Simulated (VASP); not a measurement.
# Al16CN16 (a cell with a defect) in VASP: single point with PBE

Aim: the single point of Al16CN16 (a cell with a defect) with PBE.

All numbers are computed with VASP 6.6.1; they aren't measurements. Logs are shortened: lines on timing, memory, paths and dates and some standing lists are left out, and cuts for length are marked.

## (1) The cell of the first run

The cell holds a defect, 33 atoms: a = 6.260 Å, b = 6.260 Å, c = 10.035 Å, α = 90.00°, β = 90.00°, γ = 120.00°.

## (2) Single point, PBE

Contents of INCAR:

```
ALGO = Normal
EDIFF = 1E-6
ENCUT = 520
GGA = PE
ISIF = 2
ISMEAR = -1
LASPH = True
LCHARG = False
LREAL = Auto
LWAVE = False
NBANDS = 88
NELM = 80
PREC = Accurate
SIGMA = 0.01
```

Contents of KPOINTS:

```
Automatic mesh
0
Gamma
  2 2 2
  0.5 0.5 0.5
```

Contents of POSCAR:

```
Al16CN16
1.0
    6.2595139100      0.0000000600      0.0000000000
   -3.1297570100      5.4208980300      0.0000000000
    0.0000000000      0.0000000000     10.0348065900
Al N C
16 16 1
Direct
    0.2896716800      0.1577540600      0.2541128400
    0.1719833500      0.3251365200      0.4998092500
    0.3331994400      0.1589893400      0.7502234900
    0.1796156100      0.3525889500      0.9936734700
    0.3399483300      0.6884607500      0.2495591900
    0.1707015700      0.8131408500      0.5060078100
    0.3441005900      0.6668142600      0.7490577500
    0.1691706300      0.8393773000      0.9987604800
    0.8534332600      0.2294950100      0.2231682600
    0.6536089800      0.2899016300      0.5040811400
    0.8365879500      0.1598882900      0.7516694200
    0.6628370600      0.3479889600      0.9993213900
    0.8432677400      0.6758406800      0.2694656700
    0.6734461800      0.7940628000      0.4954029700
    0.8364771000      0.6569338600      0.7471854500
    0.6807827600      0.8531117400      0.9998948800
    0.3262869400      0.1474817500      0.4440702500
    0.1851737000      0.3711918200      0.1786756200
    0.3316971100      0.1736514300      0.9382183400
    0.1699261100      0.3282449800      0.6888008500
    0.3400939800      0.6565119800      0.4394101700
    0.1621926500      0.8338384200      0.1865847000
    0.3479901800      0.6859403600      0.9376115600
    0.1734072000      0.8255936500      0.6936116600
    0.8337905500      0.1477582500      0.4259792400
    0.6504576100      0.3565256400      0.1899330100
    0.8402999400      0.1862417000      0.9408458900
    0.6655208300      0.3151795300      0.6932319500
    0.8402772700      0.6129409400      0.4583982100
    0.6675444400      0.8803533100      0.1899513900
    0.8355119500      0.6788402300      0.9373894700
    0.6763414600      0.8269485600      0.6860909300
   -0.1501244300     -0.0334221800      0.3271328500
```

Potentials or basis: VASP PAW PBE potentials, release 64 (Al, N, C).

Command:

```bash
$ cat potpaw_PBE.64/Al/POTCAR potpaw_PBE.64/N/POTCAR potpaw_PBE.64/C/POTCAR > POTCAR
$ mpirun -np 1 vasp_std > vasp.out
```

OUTCAR:

```text
EDIFF = 1E-6
   ENCUT = 520
   GGA = PE
   ISIF = 2
   ISMEAR = -1
   LASPH = True
   LREAL = Auto
   NELM = 80
   PREC = Accurate

 ion  position               nearest neighbor table
   1  0.290  0.158  0.254-  22 1.89  18 1.91  17 1.92  26 2.06  33 2.50   2 2.91  13 2.92   9 3.00
                             8 3.10   4 3.10   5 3.11   6 3.16   5 3.18  10 3.21  12 3.26   9 3.34
   2  0.172  0.325  0.500-  17 1.89  21 1.90  20 1.90  25 1.98   1 2.91  14 3.04   6 3.06   3 3.08
                             7 3.11  11 3.11  10 3.13  10 3.14   5 3.19   6 3.20  14 3.23   9 3.29
   3  0.333  0.159  0.750-  19 1.89  28 1.89  24 1.89  20 1.91  10 3.03   8 3.04   2 3.08  12 3.08
                             6 3.09   4 3.09  11 3.11   7 3.12  15 3.13  15 3.13   7 3.15  11 3.15
   4  0.180  0.353  0.994-  18 1.86  19 1.88  23 1.89  27 1.91   9 2.91   7 2.99  12 3.04  11 3.06
                             8 3.08   3 3.09   1 3.10  16 3.13  16 3.14   5 3.15   8 3.18  12 3.22
   5  0.340  0.688  0.250-  18 1.86  22 1.86  30 1.88  21 1.92   9 2.97   6 3.03   8 3.06  13 3.08
                            14 3.08   1 3.11  16 3.11   4 3.15   1 3.18   2 3.19  13 3.20   9 3.31
   6  0.171  0.813  0.506-  29 1.87  24 1.88  21 1.89  17 1.92  13 2.97   7 2.99  10 3.00  15 3.02
                             5 3.03  14 3.06   2 3.06   3 3.09   1 3.16   2 3.20  14 3.21  10 3.26
   7  0.344  0.667  0.749-  24 1.87  23 1.90  32 1.91  20 1.93   4 2.99   6 2.99  11 3.08  16 3.11
                             2 3.11  15 3.11   3 3.12  14 3.12   8 3.13   3 3.15  15 3.15  11 3.18
   8  0.169  0.839  0.999-  22 1.89  23 1.90  31 1.91  19 1.91   3 3.04   5 3.06   4 3.08   1 3.10
                            16 3.10  15 3.10  12 3.12   7 3.13  12 3.14  16 3.16   4 3.18  13 3.24
   9  0.853  0.229  0.223-  26 1.84  18 1.86  30 1.92  33 1.94  25 2.09  12 2.81  13 2.86   4 2.91
                             5 2.97   1 3.00  16 3.03  10 3.18   2 3.29   5 3.31   1 3.34
  10  0.654  0.290  0.504-  29 1.82  17 1.88  28 1.90  25 1.92   6 3.00  11 3.01   3 3.03  14 3.10
                             2 3.13   2 3.14  15 3.15  13 3.15  14 3.17   9 3.18   1 3.21   6 3.26
  11  0.837  0.160  0.752-  28 1.86  27 1.90  20 1.91  32 1.92  16 3.00  10 3.01   4 3.06   7 3.08
                             3 3.11  15 3.11   2 3.11   3 3.15  15 3.15  12 3.17   7 3.18  14 3.25
  12  0.663  0.348  0.999-  19 1.90  31 1.90  26 1.92  27 1.93   9 2.81  15 3.04   4 3.04   3 3.08
                            16 3.11   8 3.12   8 3.14  16 3.16  11 3.17   4 3.22  13 3.24   1 3.26
  13  0.843  0.676  0.269-  33 1.89  26 1.92  22 1.92  29 1.93  30 2.21  14 2.76   9 2.86   1 2.92
                             6 2.97   5 3.08  10 3.15   5 3.20   8 3.24  12 3.24  16 3.27   1 3.36
  14  0.673  0.794  0.495-  21 1.90  29 1.92  32 1.92  33 2.01  25 2.04  13 2.76  15 3.01   2 3.04
                             6 3.06   5 3.08  10 3.10   7 3.12  10 3.17   6 3.21   2 3.23  11 3.25
  15  0.836  0.657  0.747-  32 1.89  24 1.90  31 1.91  28 1.93  14 3.01   6 3.02  12 3.04   8 3.10
                            11 3.11   7 3.11   3 3.13   3 3.13   7 3.15  10 3.15  11 3.15  16 3.18
  16  0.681  0.853  1.000-  31 1.89  27 1.90  23 1.91  30 1.92  11 3.00   9 3.03   8 3.10  12 3.11
                             7 3.11   5 3.11   4 3.13   4 3.14  12 3.16   8 3.16  15 3.18  13 3.27
  17  0.326  0.147  0.444-  10 1.88   2 1.89   6 1.92   1 1.92
  18  0.185  0.371  0.179-   9 1.86   4 1.86   5 1.86   1 1.91
  19  0.332  0.174  0.938-   4 1.88   3 1.89  12 1.90   8 1.91
  20  0.170  0.328  0.689-   2 1.90   3 1.91  11 1.91   7 1.93
  21  0.340  0.657  0.439-   6 1.89   2 1.90  14 1.90   5 1.92
  22  0.162  0.834  0.187-   5 1.86   8 1.89   1 1.89  13 1.92
[... 222 lines left out ...]
   GGA     = PE    functional components
   LHFCALC =     F    Hartree Fock is set to
   AEXX    =    0.0000 exact exchange contribution
   IVDW    =     0    specifies the selected vdW correction
   LEPSILON=     F    determine dielectric tensor
   LRPA    =     F    only Hartree local field effects (RPA)
 non-spin polarized calculation
  energy-cutoff  :      520.00
  volume of cell :      340.50
 maximum number of plane-waves:      9165
 NGX is ok and might be reduce to    48
   NGX = 23   NGY = 23   NGZ = 37

 number of electron     132.0000003 magnetization

 Free energy of the ion-electron system (eV)
  ---------------------------------------------------
  ext. energy  EPLUGINS =         0.00000000
  ---------------------------------------------------
  free energy    TOTEN  =      -239.44410381 eV

  energy without entropy =     -239.44410381  energy(sigma->0) =     -239.44410381

 E-fermi :   8.5105     XC(G=0): -10.9572

 val. band max:        8.2537292193   @ k =   0.2500   0.5000   0.2500
 cond. band min:      10.8144174359   @ k =   0.2500  -0.2500   0.2500
 fundamental gap:      2.5606882166
 Fermi energy:         8.5105097630

 k-point     1 :       0.2500    0.2500    0.2500
  band No.  band energies     occupation
      1      -9.9903      2.00000
      2      -8.3453      2.00000
      3      -7.8958      2.00000
      4      -7.8694      2.00000
      5      -7.6596      2.00000
      6      -7.4860      2.00000
[... 961 lines left out ...]
     77      12.5093      0.00000
     78      12.6961      0.00000
 [bands above 78 left out]

------------------------ aborting loop because EDIFF is reached ----------------------------------------

  FORCE on cell =-STRESS in cart. coord.  units (eV):
  Direction    XX          YY          ZZ          XY          YZ          ZX
  --------------------------------------------------------------------------------------
  -------------------------------------------------------------------------------------
  Total        6.1455842     10.3839515      7.0961532     -4.7274002     -9.8165764      4.4247303
  in kB       28.9169777     48.8598781     33.3897149    -22.2439595    -46.1901932     20.8197988
  external PRESSURE =      37.0555236 kB  Pullay stress =       0.0000000 kB

 VOLUME and BASIS-vectors are now :
 -----------------------------------------------------------------------------
  energy-cutoff  :      520.00
  volume of cell :      340.50
      direct lattice vectors                 reciprocal lattice vectors
     6.259513910  0.000000060  0.000000000     0.159756813  0.092235641  0.000000000
    -3.129757010  5.420898030  0.000000000    -0.000000002  0.184471279  0.000000000
     0.000000000  0.000000000 10.034806590     0.000000000  0.000000000  0.099653141

 POSITION                                       TOTAL-FORCE (eV/Angst)
 -----------------------------------------------------------------------------------
      1.31947      0.85517      2.54997         0.121206     -0.009449     -0.110730
      0.05893      1.76253      5.01549        -0.117726      0.089636     -0.079836
      1.58807      0.86187      7.52835         0.114051     -0.072505     -0.064189
      0.02079      1.91135      9.97132        -0.080115      0.096679     -0.119006
     -0.02680      3.73208      2.50428         0.087188     -0.027213     -0.087529
     -1.47642      4.40795      5.07769        -0.179125     -0.061510     -0.089322
[... 25 lines left out ...]
      1.64542      4.48280      6.88479        -0.129621      0.082454      0.042846
      2.29465      5.23972      3.28271        -0.246256      0.195469     -0.191459
 -----------------------------------------------------------------------------------
    total drift:                                0.018316      0.007947      0.006395

  FREE ENERGIE OF THE ION-ELECTRON SYSTEM (eV)
  ---------------------------------------------------
  free  energy   TOTEN  =      -239.4441038117 eV

  energy  without entropy=     -239.4441038117  energy(sigma->0) =     -239.44410381
```

stdout:

```text
POSCAR found type information on POSCAR AlN C
 POSCAR found :  3 types and      33 ions
 scaLAPACK will be used
 LDA part: xc-table for (Slater+PW92), standard interpolation
 POSCAR, INCAR and KPOINTS ok, starting setup
 FFT: planning ... GRIDC
 FFT: planning ... GRID_SOFT
 FFT: planning ... GRID
 WAVECAR not read
 entering main loop
```

It took 5.6 min on 1 thread of Intel Xeon 6975P-C (Granite Rapids), shared host; peak memory 0.55 GiB.

Results:

```
Free energy            : -239.4441 eV
Pressure               : 3.7 GPa
Largest force          : 0.368 eV/Å
Band gap on the k mesh : 2.56 eV
```

Forces on the atoms (eV/Å):
```
Al   0.121 -0.009 -0.111
Al  -0.118  0.090 -0.080
Al   0.114 -0.073 -0.064
Al  -0.080  0.097 -0.119
Al   0.087 -0.027 -0.088
Al  -0.179 -0.062 -0.089
Al   0.092 -0.066 -0.077
Al  -0.088  0.068 -0.078
Al   0.075 -0.143 -0.030
Al  -0.059  0.227 -0.076
Al   0.126 -0.057 -0.096
Al  -0.132  0.069 -0.094
Al   0.134 -0.140 -0.170
Al  -0.072 -0.016  0.043
Al   0.117 -0.039 -0.116
Al  -0.169 -0.007 -0.108
N    0.036 -0.038  0.026
N   -0.032  0.022  0.237
N    0.166 -0.068  0.126
N   -0.197  0.103  0.132
N    0.192 -0.143 -0.001
N   -0.066 -0.001  0.079
N    0.177 -0.123  0.000
N   -0.183  0.102  0.035
N    0.208  0.088  0.034
N   -0.157  0.163  0.082
N    0.182 -0.092  0.179
N   -0.185  0.070  0.047
N    0.286 -0.090  0.183
N   -0.200 -0.062  0.252
N    0.177 -0.122  0.087
N   -0.130  0.082  0.043
C   -0.246  0.195 -0.191
```

Stress tensor (GPa, compression positive):
```
 2.89 -2.22  2.08
-2.22  4.89 -4.62
 2.08 -4.62  3.34
```

Levels at points of the mesh, in eV from the valence-band top:
```
           k point  band 62  band 63  band 64  band 65  band 66  band 67  band 68  band 69  band 70  band 71
(0.25, 0.25, 0.25)    -2.73    -2.68    -2.41    -1.41    -0.03     2.91     3.24     3.57     3.81     3.97
```

Caveat: the k points lie up to 0.58 Å⁻¹ apart.
